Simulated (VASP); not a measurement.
# Ta (Im-3m) in VASP: notebook

Ta is run at these levels: PBEsol; tasks: single point.

Everything below comes from runs of VASP 6.6.1. Logs are shortened: lines on timing, memory, paths and dates and some standing lists are left out, and cuts for length are marked.

### Step 1. The cell of the first run

Symmetry: Im-3m, No. 229, cubic system. The conventional cell has a = 3.076 Å, b = 3.076 Å, c = 3.076 Å, α = 90.00°, β = 90.00°, γ = 90.00°. Ta (site symmetry m-3m) has 14 Ta at 2.66 to 3.08 Å within 3.5 Å.

### Step 2. Single point, PBEsol

The input, INCAR:

```
SYSTEM = Ta
PREC = Accurate
ENCUT = 520
EDIFF = 1E-7
ISMEAR = -1
SIGMA = 0.08
LREAL = .FALSE.
LASPH = .TRUE.
NELM = 80
ALGO = Normal
ISIF = 2
LWAVE = .FALSE.
LCHARG = .FALSE.
GGA = PS
NBANDS = 12
```

The input, KPOINTS:

```
Automatic mesh
0
G
  18 18 18
  0 0 0
```

The input, POSCAR:

```
Ta
1.0
   -1.5380580394      1.5380580394      1.5380580394
    1.5380580394     -1.5380580394      1.5380580394
    1.5380580394      1.5380580394     -1.5380580394
Ta
1
Direct
    0.0000000000      0.0000000000      0.0000000000
```

Potentials or basis: VASP PAW PBE potentials, release 64 (Ta_pv).

Launch:

```
$ cat potpaw_PBE.64/Ta_pv/POTCAR > POTCAR
$ mpirun -np 1 vasp_std > vasp.out
```

OUTCAR:

```text
SYSTEM = Ta
   PREC = Accurate
   ENCUT = 520
   EDIFF = 1E-7
   ISMEAR = -1
   LREAL = .FALSE.
   LASPH = .TRUE.
   NELM = 80
   ISIF = 2
   GGA = PS

 ion  position               nearest neighbor table
   1  0.000  0.000  0.000-

  LATTYP: Found a body centered cubic cell.
 ALAT       =     3.0761160788

  Lattice vectors:

 A1 = (  -1.5380580394,   1.5380580394,   1.5380580394)
 A2 = (   1.5380580394,  -1.5380580394,   1.5380580394)
 A3 = (   1.5380580394,   1.5380580394,  -1.5380580394)

Analysis of symmetry for initial positions (statically):
=====================================================================
 Subroutine PRICEL returns:
 Original cell was already a primitive cell.

 Routine SETGRP: Setting up the symmetry group for a
 body centered cubic supercell.

 Subroutine GETGRP returns: Found 48 space group operations
 (whereof 48 operations were pure point group operations)
 out of a pool of 48 trial point group operations.

The static configuration has the point symmetry O_h .

Analysis of symmetry for dynamics (positions and initial velocities):
=====================================================================
 Subroutine PRICEL returns:
 Original cell was already a primitive cell.

 Routine SETGRP: Setting up the symmetry group for a
 body centered cubic supercell.

 Subroutine GETGRP returns: Found 48 space group operations
 (whereof 48 operations were pure point group operations)
 out of a pool of 48 trial point group operations.

The dynamic configuration has the point symmetry O_h .

 Subroutine INISYM returns: Found 48 space group operations
 (whereof 48 operations are pure point group operations),
 and found     1 'primitive' translations

----------------------------------------------------------------------------------------

                                     Primitive cell

  volume of cell :      14.5539

  direct lattice vectors                    reciprocal lattice vectors
    -1.538058039  1.538058039  1.538058039     0.000000000  0.325085262  0.325085262
     1.538058039 -1.538058039  1.538058039     0.325085262  0.000000000  0.325085262
     1.538058039  1.538058039 -1.538058039     0.325085262  0.325085262  0.000000000

  length of vectors
     2.663994669  2.663994669  2.663994669     0.459739986  0.459739986  0.459739986

  position of ions in fractional coordinates (direct lattice)
     0.000000000  0.000000000  0.000000000

  ion indices of the primitive-cell ions
   primitive index   ion index
                 1           1

----------------------------------------------------------------------------------------

 KPOINTS: Automatic mesh

Automatic generation of k-mesh.
 Grid dimensions read from file:
 generate k-points for:   18   18   18

 Generating k-lattice:

  Cartesian coordinates                     Fractional coordinates (reciprocal lattice)
     0.000000000  0.018060292  0.018060292     0.055555556  0.000000000  0.000000000
     0.018060292  0.000000000  0.018060292     0.000000000  0.055555556  0.000000000
     0.018060292  0.018060292  0.000000000     0.000000000  0.000000000  0.055555556

  Length of vectors
     0.025541110  0.025541110  0.025541110

  Shift w.r.t. Gamma in fractional coordinates (k-lattice)
     0.000000000  0.000000000  0.000000000

 Subroutine IBZKPT returns following result:
 ===========================================

 Found    195 irreducible k-points:

 Following reciprocal coordinates:
            Coordinates               Weight
  0.000000  0.000000  0.000000      1.000000
  0.055556  0.000000  0.000000     12.000000
  0.111111  0.000000  0.000000     12.000000
  0.166667  0.000000  0.000000     12.000000
  0.222222  0.000000  0.000000     12.000000
  0.277778  0.000000  0.000000     12.000000
[... 16 lines left out ...]
  0.333333  0.111111  0.000000     48.000000
  0.388889  0.111111 -0.000000     48.000000
 [... further k-points ...]
   k-points           NKPTS =    195   k-points in BZ     NKDIM =    195   number of bands    NBANDS=     12
   number of dos      NEDOS =    301   number of ions     NIONS =      1
   total plane-waves  NPLWV =   8000
   dimension x,y,z NGX =    20 NGY =   20 NGZ =   20
   dimension x,y,z NGXF=    40 NGYF=   40 NGZF=   40
   ions per type =               1
   NGX,Y,Z   is equivalent  to a cutoff of  12.48, 12.48, 12.48 a.u.
   NGXF,Y,Z  is equivalent  to a cutoff of  24.96, 24.96, 24.96 a.u.
 SYSTEM =  Ta
   PREC   = accura    normal or accurate (medium, high low for compatibility)
   ISTART =      0    job   : 0-new  1-cont  2-samecut
   ICHARG =      2    charge: 1-file 2-atom 10-const
   ISPIN  =      1    spin polarized calculation?
   LNONCOLLINEAR =      F non collinear calculations
   LSORBIT =      F    spin-orbit coupling
   LASPH  =      T    aspherical Exc in radial PAW
   ENCUT  =  520.0 eV  38.22 Ry    6.18 a.u.   4.95  4.95  4.95*2*pi/ulx,y,z
   NELM   =     80;   NELMIN=  2; NELMDL= -5     # of ELM steps
   EDIFF  = 0.1E-06   stopping-criterion for ELM
   LREAL  =      F    real-space projection
   EDIFFG = 0.1E-05   stopping-criterion for IOM
   NSW    =      0    number of steps for IOM
   IBRION =     -1    ionic relax: 0-MD 1-quasi-New 2-CG
   NFREE  =      0    steps in history (QN), initial steepest desc. (CG)
   ISIF   =      2    stress and relaxation
   ISYM   =      2    0-nonsym 1-usesym 2-fastsym
   POTIM  = 0.5000    time-step for ionic-motion
   TEBEG  =    0.0;   TEEND  =   0.0 temperature during run
   PSTRESS=    0.0 pullay stress
   NELECT =      11.0000    total number of electrons
   NUPDOWN=      -1.0000    fix difference up-down
   EMIN   =  10.00;   EMAX   =-10.00  energy-range for DOS
   EFERMI =   0.00;   METHOD = LEGACY
   ISMEAR =    -1;   SIGMA  =   0.08  broadening in eV -4-tet -1-fermi 0-gaus
   EFERMI_NEDOS =   21; number of points for ismear=-14 and -15
   IALGO  =     38    algorithm
   IMIX   =      4    mixing-type and parameters
     AMIX     =   0.40;   BMIX     =  1.00
     AMIX_MAG =   1.60;   BMIX_MAG =  1.00
  volume/ion in A,a.u.               =      14.55        98.21
  Fermi-wavevector in a.u.,A,eV,Ry     =   1.491236  2.818027 30.256423  2.223784
  Thomas-Fermi vector in A             =   2.603917
   LORBIT       =      0    0 simple, 1 ext, 2 COOP (PROOUT), +10 PAW based schemes
   GGA     = PS    functional components
   LHFCALC =     F    Hartree Fock is set to
   AEXX    =    0.0000 exact exchange contribution
   IVDW    =     0    specifies the selected vdW correction
   LEPSILON=     F    determine dielectric tensor
   LRPA    =     F    only Hartree local field effects (RPA)
 non-spin polarized calculation
  energy-cutoff  :      520.00
  volume of cell :       14.55
 maximum number of plane-waves:       405
   NGX =  9   NGY =  9   NGZ =  9

 number of electron      10.9999998 magnetization

 Free energy of the ion-electron system (eV)
  ---------------------------------------------------
  ext. energy  EPLUGINS =         0.00000000
  ---------------------------------------------------
  free energy    TOTEN  =       -12.07235055 eV

  energy without entropy =      -12.04966863  energy(sigma->0) =      -12.06100959

 E-fermi :   7.1768     XC(G=0): -13.8597

 val. band max:        7.1644965145   @ k =  -0.3333   0.4444   0.0556
 cond. band min:       7.2134846950   @ k =  -0.2222   0.3333   0.1111
 fundamental gap:      0.0489881805
 Fermi energy:         7.1767587876

 k-point     1 :       0.0000    0.0000    0.0000
  band No.  band energies     occupation
      1     -24.9748      2.00000
      2     -24.9748      2.00000
      3     -24.9748      2.00000
      4      -1.4936      2.00000
      5       7.8273      0.00059
      6       7.8273      0.00059
      7       7.8273      0.00059
      8      11.9115      0.00000
      9      11.9115      0.00000
     10      22.5459      0.00000
     11      23.2414      0.00000
     12      23.2414      0.00000

 k-point     2 :       0.0556    0.0000    0.0000
  band No.  band energies     occupation
      1     -25.0551      2.00000
      2     -24.9978      2.00000
      3     -24.9757      2.00000
      4      -1.3087      2.00000
      5       7.7038      0.00275
      6       7.7945      0.00089
      7       8.0074      0.00006
      8      11.6926      0.00000
      9      11.9075      0.00000
     10      22.5458      0.00000
     11      23.4185      0.00000
     12      23.5488      0.00000

 k-point     3 :       0.1111    0.0000    0.0000
  band No.  band energies     occupation
      1     -25.2815      2.00000
      2     -25.0635      2.00000
      3     -24.9782      2.00000
      4      -0.7829      2.00000
      5       7.3669      0.17001
      6       7.6546      0.00508
      7       8.5414      0.00000
      8      11.2599      0.00000
      9      11.9088      0.00000
     10      22.5453      0.00000
     11      23.8869      0.00000
     12      24.4361      0.00000
[... 286 lines left out ...]
 k-point    23 :       0.3333    0.1111    0.0000
  band No.  band energies     occupation
      1     -26.9879      2.00000
      2     -25.6923      2.00000
      3     -25.1019      2.00000
      4       2.3772      2.00000
      5       5.2296      2.00000
      6       7.8015      0.00081
      7      11.6635      0.00000
      8      13.2439      0.00000
      9      16.0300      0.00000
     10      21.9343      0.00000
     11      22.5281      0.00000
     12      23.9425      0.00000

 k-point    24 :       0.3889    0.1111   -0.0000
  band No.  band energies     occupation
      1     -27.1387      2.00000
      2     -25.7662      2.00000
      3     -25.1063      2.00000
      4       2.2790      2.00000
      5       5.0615      2.00000
      6       8.6622      0.00000
      7      11.7761      0.00000
      8      13.5482      0.00000
      9      17.3676      0.00000
     10      21.3847      0.00000
     11      22.3033      0.00000
     12      22.8205      0.00000

 [... further k-points ...]

------------------------ aborting loop because EDIFF is reached ----------------------------------------

  FORCE on cell =-STRESS in cart. coord.  units (eV):
  Direction    XX          YY          ZZ          XY          YZ          ZX
  --------------------------------------------------------------------------------------
  -------------------------------------------------------------------------------------
  Total        5.3525807      5.3525807      5.3525807      0.0000000      0.0000000      0.0000000
  in kB      589.2446404    589.2446404    589.2446404      0.0000000      0.0000000      0.0000000
  external PRESSURE =     589.2446404 kB  Pullay stress =       0.0000000 kB

 VOLUME and BASIS-vectors are now :
 -----------------------------------------------------------------------------
  energy-cutoff  :      520.00
  volume of cell :       14.55
      direct lattice vectors                 reciprocal lattice vectors
    -1.538058039  1.538058039  1.538058039     0.000000000  0.325085262  0.325085262
     1.538058039 -1.538058039  1.538058039     0.325085262  0.000000000  0.325085262
     1.538058039  1.538058039 -1.538058039     0.325085262  0.325085262  0.000000000

 POSITION                                       TOTAL-FORCE (eV/Angst)
 -----------------------------------------------------------------------------------
      0.00000      0.00000      0.00000         0.000000     -0.000000     -0.000000
 -----------------------------------------------------------------------------------
    total drift:                                0.000000      0.000000      0.000000

  FREE ENERGIE OF THE ION-ELECTRON SYSTEM (eV)
  ---------------------------------------------------
  free  energy   TOTEN  =       -12.0723505535 eV

  energy  without entropy=      -12.0496686308  energy(sigma->0) =      -12.06100959
```

Run time: 12 s. Hardware: 1 thread of Intel Xeon 6975P-C (Granite Rapids), shared host; peak memory 0.14 GiB.

Results:

```yaml
Free_energy: -12.0724 eV
Pressure: 58.9 GPa
```

Caveat: the PAW data sets were made with another functional, which shifts forces and pressure a little; spin-orbit coupling is left out, which moves the levels of the heavy elements.

### Step 3. Single point, PBEsol

This run uses another cell than the first one, of 14.52 Å³/atom, 0.998 times its volume.

The input, INCAR:

```
SYSTEM = Ta
PREC     = Accurate       ! precision mode
ENCUT    = 520            ! plane-wave cutoff, eV
EDIFF    = 1E-6           ! SCF threshold, eV
ISMEAR   = -1             ! smearing method
SIGMA    = 0.08           ! smearing width, eV
LREAL    = .False.        ! projectors in reciprocal space
LASPH    = .True.         ! aspherical terms in the spheres
NELM     = 60             ! most SCF steps
ALGO     = Normal         ! electronic algorithm
ISIF     = 2              ! what is computed and relaxed
LWAVE    = .False.        ! write WAVECAR
LCHARG   = .False.        ! write CHGCAR
GGA      = PS             ! functional
NBANDS   = 12             ! bands
```

The input, KPOINTS:

```
Automatic mesh
0
Gamma
  18 18 18
  0 0 0
```

The input, POSCAR:

```
Ta
1.0
   -1.5369740692      1.5369740692      1.5369740692
    1.5369740692     -1.5369740692      1.5369740692
    1.5369740692      1.5369740692     -1.5369740692
Ta
1
Direct
    0.0000000000      0.0000000000      0.0000000000
```

Potentials or basis: VASP PAW PBE potentials, release 64 (Ta_pv).

Launch:

```
$ cat potpaw_PBE.64/Ta_pv/POTCAR > POTCAR
$ mpirun -np 1 vasp_std > vasp.out
```

It took 11 s on 1 thread of Intel Xeon 6975P-C (Granite Rapids), shared host; peak memory 0.14 GiB.

The run converged. Its results:

```yaml
Free_energy: -12.0609 eV
Pressure: 59.8 GPa
```

Levels at points of the mesh, in eV from the Fermi level:
```csv
k point,band 1,band 2,band 3,band 4,band 5,band 6,band 7,band 8,band 9,band 10
"(0.00, 0.00, 0.00)",-32.14,-32.14,-32.14,-8.68,0.65,0.65,0.65,4.74,4.74,15.37
"(0.50, 0.00, 0.00)",-34.46,-32.87,-32.17,-5.48,-2.33,2.93,4.83,6.12,10.15,13.00
"(0.50, 0.50, 0.50)",-33.71,-33.71,-33.71,-5.31,-5.31,8.76,8.76,8.76,10.95,10.95
```

Caveat: the PAW data sets were made with another functional, which shifts forces and pressure a little; spin-orbit coupling is left out, which moves the levels of the heavy elements.
